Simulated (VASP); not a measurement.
Wanted: the native input for a VASP 6.6.1 run.

| Item | Value |
| --- | --- |
| Task | single point |
| Functional | r2SCAN |
| Potentials or basis | VASP PAW PBE potentials, release 64 (In_d, P) |
| Cutoff | 520 eV |
| k mesh | 8 × 8 × 8 |
| Occupations | gaussian, width 0.01 eV |
| Spin | no spin polarisation |
| Dipole correction | no |
| Further INCAR settings | ALGO = Normal; EDIFF = 1e-07; NBANDS = 16 |

Crystal: InP.

```
CELL_PARAMETERS angstrom
2.93890 2.93890 0.00000
-2.93890 2.93890 0.00000
0.00000 2.93890 2.96967
ATOMIC_POSITIONS crystal
In 0.00000 0.00000 0.00000
P 0.75000 0.25000 0.50000
```

This cell differs from its parent crystal: film at in-plane strain -0.005.

One way to write it, as run:

POSCAR

```
InP
1.0
    2.9388998720      2.9388998720      0.0000000000
   -2.9388998720      2.9388998720      0.0000000000
    0.0000000000      2.9388998720      2.9696740701
In P
1 1
Direct
    0.0000000000      0.0000000000      0.0000000000
    0.7500000000      0.2500000000      0.5000000000
```

INCAR.step1

```
  PREC = Accurate
  ENCUT = 520
  ISMEAR = 0
  SIGMA = 0.01
  LREAL = F
  LASPH = T
  NELM = 80
  NBANDS = 16
  GGA = PE
  ALGO = Normal
  EDIFF = 1E-4
  LWAVE = T
  LCHARG = F
```

INCAR.step2

```
  PREC = Accurate
  ENCUT = 520
  EDIFF = 1E-7
  ISMEAR = 0
  SIGMA = 0.01
  LREAL = F
  LASPH = T
  NELM = 80
  ALGO = Normal
  ISIF = 2
  LWAVE = F
  LCHARG = F
  METAGGA = R2SCAN
  LMIXTAU = T
  NBANDS = 16
  ISTART = 1
```

KPOINTS

```
Automatic mesh
0
Gamma
  8 8 8
```

Potentials or basis: VASP PAW PBE potentials, release 64 (In_d, P).

Command:

```sh
$ cat potpaw_PBE.64/In_d/POTCAR potpaw_PBE.64/P/POTCAR > POTCAR
$ cp INCAR.step1 INCAR
$ mpirun -np 1 vasp_std > vasp.out
$ cp INCAR.step2 INCAR
$ mpirun -np 1 vasp_std > vasp.out
```

It gave:

| Property | Result |
| --- | --- |
| Pressure | 0.2 GPa |
| Band gap on the k mesh | 1.04 eV, direct |

Caveat: the cell differs from its parent crystal (film at in-plane strain -0.005); the PAW data sets were made with another functional, which shifts forces and pressure a little; spin-orbit coupling is left out, which moves the levels of the heavy elements.

It took 2.9 min on 1 thread of Intel(R) Xeon(R) Platinum 8259CL CPU @ 2.50GHz (Skylake/Cascade Lake), on a shared host, peak memory 0.21 GiB.
